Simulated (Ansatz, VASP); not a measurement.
RbVF3: VASP beside Ansatz

INCAR

```
SYSTEM = RbVF3
  ALGO = Normal
  EDIFF = 1E-6
  ENCUT = 520
  GGA = CA
  ISIF = 2
  ISMEAR = 0
  ISPIN = 2
  LASPH = .TRUE.
  LCHARG = .FALSE.
  LDAU = .TRUE.
  LDAUJ = 0 0 0
  LDAUL = -1 2 -1
  LDAUPRINT = 1
  LDAUTYPE = 2
  LDAUU = 0 4 0
  LMAXMIX = 4
  LORBIT = 11
  LREAL = .FALSE.
  LWAVE = .FALSE.
  MAGMOM = 0 2.51 0.02 0.05 0.05
  NBANDS = 34
  NELM = 150
  PREC = Accurate
  SIGMA = 0.05
```

Contents of KPOINTS:

```
k-points
0
G
  5 5 5
  0 0 0
```

POSCAR

```
RbVF3
1.0
    4.1819996800      0.0000000000      0.0000000000
    0.0000000000      4.1819996800      0.0000000000
    0.0000000000      0.0000000000      4.1819996800
Rb V F
1 1 3
Direct
    0.0000000000      0.0000000000      0.0000000000
    0.5000000000      0.5000000000      0.5000000000
    0.5000000000      0.5000000000      0.0000000000
    0.0000000000      0.5000000000      0.5000000000
    0.5000000000      0.0000000000      0.5000000000
```

Input for Ansatz:

```yaml
crystal:
  lattice:
    - [4.18199968, 0.0, 0.0]
    - [0.0, 4.18199968, 0.0]
    - [0.0, 0.0, 4.18199968]
  atoms:
    - { symbol: Rb, position: [0.0, 0.0, 0.0] }
    - { symbol: V, position: [0.5, 0.5, 0.5], spin: 3.0 }
    - { symbol: F, position: [0.5, 0.5, 0.0] }
    - { symbol: F, position: [0.0, 0.5, 0.5] }
    - { symbol: F, position: [0.5, 0.0, 0.5] }
basis:
  ecutwfc: 420
  ecutrho_ratio: 4
kpoints:
  mp_grid: { grid: [5, 5, 5] }
hamiltonian:
  xc: lda
  hubbard:
    sites:
      - { site: 1, l: d, u_eff: 4.0, starting_ns: [{ spin: up, occupation_matrix: s1up }, { spin: down, occupation_matrix: s1down }] }
    occupation_matrices:
      s1up:
        matrix:
          - [0.02, 0.0, 0.0, 0.0, 0.0]
          - [0.0, 0.97, 0.0, 0.0, 0.0]
          - [0.0, 0.0, 0.97, 0.0, 0.0]
          - [0.0, 0.0, 0.0, 0.97, 0.0]
          - [0.0, 0.0, 0.0, 0.0, 0.02]
      s1down:
        matrix:
          - [0.02, 0.0, 0.0, 0.0, 0.0]
          - [0.0, 0.02, 0.0, 0.0, 0.0]
          - [0.0, 0.0, 0.02, 0.0, 0.0]
          - [0.0, 0.0, 0.0, 0.02, 0.0]
          - [0.0, 0.0, 0.0, 0.0, 0.02]
    ns_hold: { iters: 12 }
scf:
  occupations: { method: gaussian, width: 0.05 }
  lower_state_search: "off"
  max_iter: 150
output:
  forces: true
  stress: true
  eigenvalues: true
  populations: true
  hubbard: { sites: [{ site: 1, l: d }] }
magnetization:
  spin_polarized: true
```

Alike in both runs: task single point; functional LDA; k mesh 5 × 5 × 5; occupations gaussian, width 0.05 eV; collinear spin; Hubbard terms V d U = 4.0 eV.

|  | VASP | Ansatz |
| --- | --- | --- |
| version | VASP 6.6.1 | Ansatz 0.2.0 |
| potentials or method | VASP PAW LDA potentials, release 64 (Rb_sv, V_sv, F), cutoff 520 eV | scalar-relativistic, plane waves, PAW |
| valence electrons in the cell | 43 | 43 |

Ansatz gave:

- gap on the k mesh at the Fermi level (eV): 0.42
- least direct gap on the mesh (eV): 1.40
- pressure (GPa): 2.0
- traceless stress, the component that is largest in VASP (GPa): -4.89
- net moment per atom (μB): 0.60
- size of the moment on the site where the two differ most (μB): 2.28

**Question.** Estimate VASP's values.

**Answer.** gap on the k mesh at the Fermi level (eV): 2.28; least direct gap on the mesh (eV): 3.38; pressure (GPa): -3.3; traceless stress, the component that is largest in VASP (GPa): 0.00; net moment per atom (μB): 0.60; size of the moment on the site where the two differ most (μB): 2.72.

LDA's correlation is that of Perdew and Zunger in VASP and of Perdew and Wang (1992) in Ansatz. Site moments also hang on the region over which each program counts them. The programs project onto different local orbitals, so the same U acts differently, and such runs can settle in different states. Ansatz's warnings: symmetry narrowed by occupation matrices.
